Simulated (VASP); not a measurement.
# SnH5 (F-43m) in VASP: further runs

SnH5 is run at these levels: PBE; tasks: relaxation of cell and atoms, single point.

All numbers are computed with VASP 6.6.1; they aren't measurements. Logs are shortened: lines on timing, memory, paths and dates and some standing lists are left out, and cuts for length are marked.

### 1 The cell of the first run

It takes space group F-43m (No. 216, cubic). Conventional cell: a = 6.691 Å, b = 6.691 Å, c = 6.691 Å, α = 90.00°, β = 90.00°, γ = 90.00°. Sn (site symmetry -43m) has 16 H at 2.77 to 2.90 Å within 3.7 Å. H (site symmetry -43m) has 12 H at 2.77 Å and 4 Sn at 2.90 Å within 3.7 Å. Within 3.1 Å of H (site symmetry 3m) lie 9 H at 2.37 to 2.77 Å and 3 Sn at 2.77 Å.

### 2 Relaxation of cell and atoms, PBE

INCAR

```
ALGO = Normal
EDIFF = 1E-6
EDIFFG = -0.04
ENCUT = 600
GGA = PE
IBRION = 2
ISIF = 3
ISMEAR = 0
LASPH = True
LCHARG = False
LREAL = False
LWAVE = False
NELM = 80
NSW = 90
PREC = Accurate
SIGMA = 0.1
```

KPOINTS

```
k-points
0
Gamma
  4 4 4
```

POSCAR

```
SnH5
1.0
    0.0000000000      3.3456449000      3.3456449000
    3.3456449000      0.0000000000      3.3456449000
    3.3456449000      3.3456449000      0.0000000000
Sn H
1 5
Direct
    0.0000000000      0.0000000000      0.0000000000
    0.7500000000      0.7500000000      0.7500000000
    0.3750000000      0.3750000000      0.8750000000
    0.3750000000      0.8750000000      0.3750000000
    0.8750000000      0.3750000000      0.3750000000
    0.3750000000      0.3750000000      0.3750000000
```

Potentials or basis: VASP PAW PBE potentials, release 64 (Sn_d, H).

Command:

```sh
> cat potpaw_PBE.64/Sn_d/POTCAR potpaw_PBE.64/H/POTCAR > POTCAR
> mpirun -np 1 vasp_std > vasp.out
```

OUTCAR:

```text
EDIFF = 1E-6
   EDIFFG = -0.04
   ENCUT = 600
   GGA = PE
   IBRION = 2
   ISIF = 3
   ISMEAR = 0
   LASPH = True
   LREAL = False
   NELM = 80
   NSW = 90
   PREC = Accurate

 ion  position               nearest neighbor table
   1  0.000  0.000  0.000-
   2  0.750  0.750  0.750-
   3  0.375  0.375  0.875-
   4  0.375  0.875  0.375-
   5  0.875  0.375  0.375-
   6  0.375  0.375  0.375-

  LATTYP: Found a face centered cubic cell.
 ALAT       =     6.6912898000

  Lattice vectors:

 A1 = (   0.0000000000,   3.3456449000,   3.3456449000)
 A2 = (   3.3456449000,   0.0000000000,   3.3456449000)
 A3 = (   3.3456449000,   3.3456449000,   0.0000000000)

Analysis of symmetry for initial positions (statically):
=====================================================================
 Subroutine PRICEL returns:
 Original cell was already a primitive cell.

 Routine SETGRP: Setting up the symmetry group for a
 face centered cubic supercell.

 Subroutine GETGRP returns: Found 24 space group operations
 (whereof 24 operations were pure point group operations)
 out of a pool of 48 trial point group operations.

The static configuration has the point symmetry T_d .

Analysis of symmetry for dynamics (positions and initial velocities):
=====================================================================
 Subroutine PRICEL returns:
 Original cell was already a primitive cell.

 Routine SETGRP: Setting up the symmetry group for a
 face centered cubic supercell.

 Subroutine GETGRP returns: Found 24 space group operations
 (whereof 24 operations were pure point group operations)
 out of a pool of 48 trial point group operations.

The dynamic configuration has the point symmetry T_d .

 Subroutine INISYM returns: Found 24 space group operations
 (whereof 24 operations are pure point group operations),
 and found     1 'primitive' translations

----------------------------------------------------------------------------------------

                                     Primitive cell

  volume of cell :      74.8979

  direct lattice vectors                    reciprocal lattice vectors
     0.000000000  3.345644900  3.345644900    -0.149448018  0.149448018  0.149448018
     3.345644900  0.000000000  3.345644900     0.149448018 -0.149448018  0.149448018
     3.345644900  3.345644900  0.000000000     0.149448018  0.149448018 -0.149448018

  length of vectors
     4.731456392  4.731456392  4.731456392     0.258851561  0.258851561  0.258851561

  position of ions in fractional coordinates (direct lattice)
     0.000000000  0.000000000  0.000000000
     0.750000000  0.750000000  0.750000000
     0.375000000  0.375000000  0.875000000
     0.375000000  0.875000000  0.375000000
     0.875000000  0.375000000  0.375000000
     0.375000000  0.375000000  0.375000000

  ion indices of the primitive-cell ions
   primitive index   ion index
                 1           1
                 2           2
                 3           3
                 4           4
                 5           5
                 6           6

----------------------------------------------------------------------------------------

 KPOINTS: k-points

Automatic generation of k-mesh.
 Grid dimensions read from file:
 generate k-points for:    4    4    4

 Generating k-lattice:

  Cartesian coordinates                     Fractional coordinates (reciprocal lattice)
    -0.037362005  0.037362005  0.037362005     0.250000000  0.000000000  0.000000000
     0.037362005 -0.037362005  0.037362005     0.000000000  0.250000000  0.000000000
     0.037362005  0.037362005 -0.037362005     0.000000000  0.000000000  0.250000000

  Length of vectors
     0.064712890  0.064712890  0.064712890

  Shift w.r.t. Gamma in fractional coordinates (k-lattice)
     0.000000000  0.000000000  0.000000000

 Subroutine IBZKPT returns following result:
 ===========================================

 Found      8 irreducible k-points:

 Following reciprocal coordinates:
            Coordinates               Weight
  0.000000  0.000000  0.000000      1.000000
  0.250000  0.000000  0.000000      8.000000
  0.500000  0.000000  0.000000      4.000000
  0.250000  0.250000  0.000000      6.000000
  0.500000  0.250000  0.000000     24.000000
 -0.250000  0.250000  0.000000     12.000000
  0.500000  0.500000  0.000000      3.000000
 -0.250000  0.500000  0.250000      6.000000
   k-points           NKPTS =      8   k-points in BZ     NKDIM =      8   number of bands    NBANDS=     13
   number of dos      NEDOS =    301   number of ions     NIONS =      6
   total plane-waves  NPLWV =  64000
   dimension x,y,z NGX =    40 NGY =   40 NGZ =   40
   dimension x,y,z NGXF=    80 NGYF=   80 NGZF=   80
   ions per type =               1   5
   NGX,Y,Z   is equivalent  to a cutoff of  14.05, 14.05, 14.05 a.u.
   NGXF,Y,Z  is equivalent  to a cutoff of  28.11, 28.11, 28.11 a.u.
 SYSTEM =  unknown system
   PREC   = accura    normal or accurate (medium, high low for compatibility)
   ISTART =      0    job   : 0-new  1-cont  2-samecut
   ICHARG =      2    charge: 1-file 2-atom 10-const
   ISPIN  =      1    spin polarized calculation?
   LNONCOLLINEAR =      F non collinear calculations
   LSORBIT =      F    spin-orbit coupling
   LASPH  =      T    aspherical Exc in radial PAW
   ENCUT  =  600.0 eV  44.10 Ry    6.64 a.u.   9.45  9.45  9.45*2*pi/ulx,y,z
   NELM   =     80;   NELMIN=  2; NELMDL= -5     # of ELM steps
   EDIFF  = 0.1E-05   stopping-criterion for ELM
   LREAL  =      F    real-space projection
   EDIFFG = -.4E-01   stopping-criterion for IOM
   NSW    =     90    number of steps for IOM
   IBRION =      2    ionic relax: 0-MD 1-quasi-New 2-CG
   NFREE  =      1    steps in history (QN), initial steepest desc. (CG)
   ISIF   =      3    stress and relaxation
   ISYM   =      2    0-nonsym 1-usesym 2-fastsym
   POTIM  = 0.5000    time-step for ionic-motion
   TEBEG  =    0.0;   TEEND  =   0.0 temperature during run
   PSTRESS=    0.0 pullay stress
   NELECT =      19.0000    total number of electrons
   NUPDOWN=      -1.0000    fix difference up-down
   EMIN   =  10.00;   EMAX   =-10.00  energy-range for DOS
   EFERMI =   0.00;   METHOD = LEGACY
   ISMEAR =     0;   SIGMA  =   0.10  broadening in eV -4-tet -1-fermi 0-gaus
   EFERMI_NEDOS =   21; number of points for ismear=-14 and -15
   IALGO  =     38    algorithm
   IMIX   =      4    mixing-type and parameters
     AMIX     =   0.40;   BMIX     =  1.00
     AMIX_MAG =   1.60;   BMIX_MAG =  1.00
  volume/ion in A,a.u.               =      12.48        84.24
  Fermi-wavevector in a.u.,A,eV,Ry     =   1.036341  1.958401 14.612705  1.074004
  Thomas-Fermi vector in A             =   2.170728
   LORBIT       =      0    0 simple, 1 ext, 2 COOP (PROOUT), +10 PAW based schemes
   GGA     = PE    functional components
   LHFCALC =     F    Hartree Fock is set to
   AEXX    =    0.0000 exact exchange contribution
   IVDW    =     0    specifies the selected vdW correction
   LEPSILON=     F    determine dielectric tensor
   LRPA    =     F    only Hartree local field effects (RPA)
 conjugate gradient relaxation of ions
 non-spin polarized calculation
 Gauss-broadening in eV      SIGMA  =   0.10
  energy-cutoff  :      600.00
  volume of cell :       74.90
 maximum number of plane-waves:      2525
 NGX is ok and might be reduce to    40
   NGX = 19   NGY = 19   NGZ = 19

--------------------------------------- Ionic step        1  -------------------------------------------

 number of electron      18.9999998 magnetization

 Free energy of the ion-electron system (eV)
  ---------------------------------------------------
  ext. energy  EPLUGINS =         0.00000000
  ---------------------------------------------------
  free energy    TOTEN  =       -12.29877506 eV

  energy without entropy =      -12.28822120  energy(sigma->0) =      -12.29349813

------------------------ aborting loop because EDIFF is reached ----------------------------------------

  FORCE on cell =-STRESS in cart. coord.  units (eV):
  Direction    XX          YY          ZZ          XY          YZ          ZX
  --------------------------------------------------------------------------------------
  -------------------------------------------------------------------------------------
  Total       -5.9772582     -5.9772582     -5.9772582      0.0000000      0.0000000     -0.0000000
  in kB     -127.8624655   -127.8624655   -127.8624655      0.0000000      0.0000000     -0.0000000
  external PRESSURE =    -127.8624655 kB  Pullay stress =       0.0000000 kB
[... 25 lines left out ...]
  energy  without entropy=      -12.2882211978  energy(sigma->0) =      -12.29349813

--------------------------------------- Ionic step        2  -------------------------------------------

 number of electron      18.9999999 magnetization

 E-fermi :   1.4576     XC(G=0):  -8.9690

 val. band max:        1.2419811243   @ k =   0.2500   0.0000   0.0000
 cond. band min:       1.4891678514   @ k =  -0.2500   0.2500   0.0000
 fundamental gap:      0.2471867272
 Fermi energy:         1.4576235377

 k-point     1 :       0.0000    0.0000    0.0000
  band No.  band energies     occupation
      1     -19.4660      2.00000
      2     -19.4660      2.00000
      3     -19.4660      2.00000
      4     -19.4646      2.00000
      5     -19.4646      2.00000
      6      -7.3786      2.00000
      7       1.1899      1.99985
      8       1.9227      0.00000
      9       1.9227      0.00000
     10       1.9227      0.00000
     11       2.5014      0.00000
     12       4.6813      0.00000
     13       4.6813      0.00000
[... 183 lines left out ...]
  FREE ENERGIE OF THE ION-ELECTRON SYSTEM (eV)
  ---------------------------------------------------
  free  energy   TOTEN  =       -14.5770174172 eV

  energy  without entropy=      -14.5644108287  energy(sigma->0) =      -14.57071412

[... ionic steps 4 to 11 ...]

--------------------------------------- Ionic step       12  -------------------------------------------

 number of electron      18.9999999 magnetization

------------------------ aborting loop because EDIFF is reached ----------------------------------------

  FORCE on cell =-STRESS in cart. coord.  units (eV):
  Direction    XX          YY          ZZ          XY          YZ          ZX
  --------------------------------------------------------------------------------------
  -------------------------------------------------------------------------------------
  Total        0.6868684      0.6868684      0.6868684     -0.0000000     -0.0000000      0.0000000
  in kB       27.2046695     27.2046695     27.2046695     -0.0000000     -0.0000000      0.0000000
  external PRESSURE =      27.2046695 kB  Pullay stress =       0.0000000 kB
[... 65 lines left out ...]
  energy  without entropy=      -14.9272044736  energy(sigma->0) =      -14.93303684

--------------------------------------- Ionic step       14  -------------------------------------------

 number of electron      19.0000000 magnetization

 Free energy of the ion-electron system (eV)
  ---------------------------------------------------
  ext. energy  EPLUGINS =         0.00000000
  ---------------------------------------------------
  free energy    TOTEN  =       -14.94367384 eV

  energy without entropy =      -14.93311518  energy(sigma->0) =      -14.93839451

 E-fermi :   5.5649     XC(G=0): -10.7129

 val. band max:        5.4264258857   @ k =   0.2500   0.2500   0.0000
 cond. band min:       5.5928880391   @ k =  -0.2500   0.2500   0.0000
 fundamental gap:      0.1664621534
 Fermi energy:         5.5648553948

 k-point     1 :       0.0000    0.0000    0.0000
  band No.  band energies     occupation
      1     -15.3665      2.00000
      2     -15.3665      2.00000
      3     -15.3659      2.00000
      4     -15.3659      2.00000
      5     -15.3659      2.00000
      6      -7.2298      2.00000
      7       3.7393      2.00000
      8       5.9486      0.00000
      9       5.9486      0.00000
     10       5.9486      0.00000
     11       7.8164      0.00000
     12      10.9487      0.00000
     13      10.9487      0.00000
[... 143 lines left out ...]
  FREE ENERGIE OF THE ION-ELECTRON SYSTEM (eV)
  ---------------------------------------------------
  free  energy   TOTEN  =       -14.9436738411 eV

  energy  without entropy=      -14.9331151804  energy(sigma->0) =      -14.93839451

 reached required accuracy - stopping structural energy minimisation
```

Wall time 2.2 min (1 thread of Intel Xeon Platinum 8259CL at 2.50GHz (Skylake/Cascade Lake), shared host); peak memory 0.25 GiB.

Results:

```
Free energy                            : -14.9437 eV
Relaxed volume                         : 6.91 Å³/atom
Relaxed cell                           : a = 3.886 Å, b = 3.886 Å, c = 3.886 Å, α = 60.00°, β = 60.00°, γ = 60.00°
Space group after relaxing (to 0.05 Å) : F-43m (No. 216)
Energy gained by relaxing              : 440.8 meV/atom
Ionic steps                            : 14
Pressure after relaxing                : 0.1 GPa
```

The path:
| step | energy change (eV) | largest force (eV/Å) | pressure (GPa) | volume (Å³) |
| --- | --- | --- | --- | --- |
| 1 | 0.0000 | 0.0123 | -12.79 | 74.90 |
| 2 | -0.8264 | 0.0382 | -12.77 | 64.61 |
| 3 | -2.2782 | 0.3565 | 3.65 | 39.47 |
| 4 | -2.2813 | 0.3026 | -2.79 | 42.72 |
| 5 | -2.2961 | 0.3250 | -0.23 | 41.24 |
| 6 | -2.2951 | 0.3340 | 0.84 | 40.69 |
| 7 | -2.3271 | 0.3343 | 1.12 | 40.44 |
| 8 | -2.4211 | 0.3367 | 2.31 | 39.70 |
| 9 | -2.5619 | 0.1548 | 6.65 | 38.25 |
| 10 | -2.5964 | 0.0821 | 5.35 | 38.88 |
| 11 | -2.6306 | 0.1053 | 2.94 | 40.30 |
| 12 | -2.6309 | 0.1257 | 2.72 | 40.45 |
| 13 | -2.6401 | 0.0666 | 1.62 | 40.88 |
| 14 | -2.6449 | 0.0112 | 0.14 | 41.49 |

Final structure:
```
CELL_PARAMETERS angstrom
0.00000 2.74770 2.74770
2.74770 0.00000 2.74770
2.74770 2.74770 0.00000
ATOMIC_POSITIONS crystal
Sn 0.00000 0.00000 0.00000
H 0.75000 0.75000 0.75000
H 0.40751 0.40751 0.77748
H 0.40751 0.77748 0.40751
H 0.77748 0.40751 0.40751
H 0.40751 0.40751 0.40751
```

Caveat: the k points lie up to 0.50 Å⁻¹ apart in the final cell; the volume moved by over 15 % at a fixed basis, so the end points are rough; spin-orbit coupling is left out, which moves the levels of the heavy elements.

### 3 Relaxation of cell and atoms, PBE

This run uses another cell than the first one, of 6.97 Å³/atom, 0.558 times its volume.

INCAR

```
SYSTEM = SnH5
PREC = Accurate ; ENCUT = 600
EDIFF = 1E-6 ; ISMEAR = 0
SIGMA = 0.1 ; LREAL = .False.
LASPH = .True. ; NELM = 100
ALGO = Normal ; ISIF = 3
LWAVE = .False. ; LCHARG = .False.
GGA = PE ; IBRION = 2
NSW = 90 ; EDIFFG = -0.04
```

KPOINTS

```
Automatic mesh
0
Gamma
  6 6 6
  0 0 0
```

POSCAR

```
SnH5
1.0
    0.0000000000      2.7543560192      2.7543560192
    2.7543560192      0.0000000000      2.7543560192
    2.7543560192      2.7543560192      0.0000000000
Sn H
1 5
Direct
    0.0000000000      0.0000000000      0.0000000000
    0.2500000000      0.2500000000      0.2500000000
    0.5919118993      0.5919118993      0.5919118993
    0.2242643021      0.5919118993      0.5919118993
    0.5919118993      0.5919118993      0.2242643021
    0.5919118993      0.2242643021      0.5919118993
```

Potentials or basis: VASP PAW PBE potentials, release 64 (Sn_d, H).

Command:

```sh
> cat potpaw_PBE.64/Sn_d/POTCAR potpaw_PBE.64/H/POTCAR > POTCAR
> mpirun -np 1 vasp_std > vasp.out
```

It took 34 s on 1 thread of Intel Xeon Platinum 8259CL at 2.50GHz (Skylake/Cascade Lake), shared host; peak memory 0.19 GiB.

The run converged. Its results:

```yaml
Free_energy: -14.8898 eV
Relaxed_volume: 6.77 Å³/atom
Relaxed_cell: a = 3.859 Å, b = 3.859 Å, c = 3.859 Å, α = 60.00°, β = 60.00°, γ = 60.00°
Space_group_after_relaxing_to_0.05_Å: F-43m (No. 216)
Energy_gained_by_relaxing: 1.8 meV/atom
Ionic_steps: 5
Pressure_after_relaxing: 0.7 GPa
Largest_force_after_relaxing: 0.035 eV/Å
```

Forces in eV/Å, atoms in the order of the input:
```
Sn   0.000  0.000  0.000
H    0.000  0.000  0.000
H    0.020  0.020  0.020
H    0.020 -0.020 -0.020
H   -0.020 -0.020  0.020
H   -0.020  0.020 -0.020
```

Step by step:
```csv
step,energy change (eV),largest force (eV/Å),pressure (GPa),volume (Å³)
1,0.0000,0.1226,-0.75,41.79
2,-0.0035,0.1055,-0.48,41.59
3,-0.0099,0.0594,0.21,41.00
4,-0.0052,0.0159,1.87,39.84
5,-0.0109,0.0345,0.70,40.64
```

Final structure:
```yaml
crystal:
  lattice:
    - [0.00000, 2.72890, 2.72890]
    - [2.72890, 0.00000, 2.72890]
    - [2.72890, 2.72890, 0.00000]
  atoms:
    - { symbol: Sn, position: [0.00000, 0.00000, 0.00000] }
    - { symbol: H, position: [0.25000, 0.25000, 0.25000] }
    - { symbol: H, position: [0.59553, 0.59553, 0.59553] }
    - { symbol: H, position: [0.21342, 0.59553, 0.59553] }
    - { symbol: H, position: [0.59553, 0.59553, 0.21342] }
    - { symbol: H, position: [0.59553, 0.21342, 0.59553] }
```

Levels at points of the mesh, in eV from the Fermi level:
```
           k point  band 5  band 6  band 7  band 8  band 9  band 10  band 11  band 12  band 13
(0.00, 0.00, 0.00)  -21.27  -13.12   -1.68    0.18    0.18     0.18     2.00     5.11     5.11
(0.50, 0.00, 0.00)  -21.23  -10.01   -8.65   -1.46    0.16     0.16     1.98     2.62     2.62
(0.50, 0.50, 0.00)  -21.22   -9.05   -6.92   -4.31   -2.60    -2.60    -1.46     8.01     8.01
```

Caveat: spin-orbit coupling is left out, which moves the levels of the heavy elements.

### 4 Single point, PBE

This run uses another cell than the first one, of 6.86 Å³/atom, 0.549 times its volume.

INCAR

```
SYSTEM = SnH5
PREC = Accurate
ENCUT = 520
EDIFF = 1E-7
ISMEAR = 0
SIGMA = 0.1
LREAL = .False.
LASPH = .True.
NELM = 60
ALGO = Normal
ISIF = 2
LWAVE = .False.
LCHARG = .False.
GGA = PE
NBANDS = 18
```

KPOINTS

```
Automatic mesh
0
Gamma
  12 12 12
  0 0 0
```

POSCAR

```
SnH5
1.0
    0.0000000000      2.7402046293      2.7402046293
    2.7402046293      0.0000000000      2.7402046293
    2.7402046293      2.7402046293      0.0000000000
Sn H
1 5
Direct
    0.0000000000      0.0000000000      0.0000000000
    0.7500000000      0.7500000000      0.7500000000
    0.4050124035      0.7849627895      0.4050124035
    0.4050124035      0.4050124035      0.7849627895
    0.4050124035      0.4050124035      0.4050124035
    0.7849627895      0.4050124035      0.4050124035
```

Command:

```sh
> cat potpaw_PBE.64/Sn_d/POTCAR potpaw_PBE.64/H/POTCAR > POTCAR
> mpirun -np 1 vasp_std > vasp.out
```

It took 51 s on 1 thread of Intel Xeon Platinum 8259CL at 2.50GHz (Skylake/Cascade Lake), shared host; peak memory 0.2 GiB.

It converged, with:

```yaml
Free_energy: -14.8131 eV
Pressure: -0.2 GPa
```

Forces on the atoms (eV/Å):
```
Sn   0.000  0.000  0.000
H    0.000  0.000  0.000
H   -0.002  0.002 -0.002
H   -0.002 -0.002  0.002
H    0.002  0.002  0.002
H    0.002 -0.002 -0.002
```

Levels at points of the mesh, in eV from the Fermi level:
```
           k point  band 7  band 8  band 9  band 10  band 11  band 12
(0.00, 0.00, 0.00)   -1.68    0.27    0.27     0.27     1.99     5.15
(0.50, 0.00, 0.00)   -8.51   -1.41    0.26     0.26     2.01     2.67
(0.50, 0.50, 0.00)   -6.77   -4.27   -2.48    -2.48    -1.36     8.01
```

Caveat: spin-orbit coupling is left out, which moves the levels of the heavy elements.

### 5 Overview

```csv
task,cell,k mesh,cutoff (eV),gap on the mesh (eV),pressure (GPa)
relaxation of cell and atoms,"relaxed from a = 4.731 Å, angles 60.0°, 6 atoms",4 × 4 × 4,600,none,0.1
relaxation of cell and atoms,"relaxed from a = 3.895 Å, angles 60.0°, 6 atoms",6 × 6 × 6,600,none,0.7
single point,"a = 3.875 Å, angles 60.0°, 6 atoms",12 × 12 × 12,520,none,-0.2
```

Alike in all rows: level PBE; potentials or basis VASP PAW PBE potentials, release 64 (Sn_d, H); no spin polarisation; smearing gaussian 0.1 eV.

Caveats: some runs use coarse meshes; spin-orbit coupling is left out, which moves the levels of the heavy elements; the volume moved by over 15 % at a fixed basis, so the end points are rough (some runs).

Total energies depend on the potentials used, so only differences within one code and one set of settings carry meaning.
